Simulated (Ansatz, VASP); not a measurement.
**TiO in VASP and in Ansatz**

```
CELL_PARAMETERS angstrom
2.78706 0.00000 0.00000
-1.39353 2.41366 0.00000
0.00000 0.00000 2.79754
ATOMIC_POSITIONS crystal
Ti 0.66667 0.33333 0.00000
O 0.00000 0.00000 0.50000
```

Alike in both runs: task relaxation of cell and atoms; functional PBEsol; k mesh 18 × 18 × 16; occupations gaussian, width 0.1 eV; no spin polarisation.

|  | VASP | Ansatz |
| --- | --- | --- |
| version | VASP 6.6.1 | Ansatz 0.2.0 |
| potentials or method | VASP PAW PBE potentials, release 64 (Ti_sv, O), cutoff 600 eV | scalar-relativistic, plane waves, PAW |
| valence electrons in the cell | 18 | 18 |

Ansatz gave:

```
gap on the k mesh at the Fermi level, each at its own relaxed structure (eV) : none
relaxed volume (Å³/atom)                                                     : 9.41
relaxed cell length with the largest relative difference (Å)                 : 2.794
```

Task: Estimate VASP's values.

Result: gap on the k mesh at the Fermi level, each at its own relaxed structure (eV): none; relaxed volume (Å³/atom): 9.43; relaxed cell length with the largest relative difference (Å): 2.796.

VASP's potentials were made for PBE, not for PBEsol. A gap of «none» marks a metal or a gap that the smearing closes.
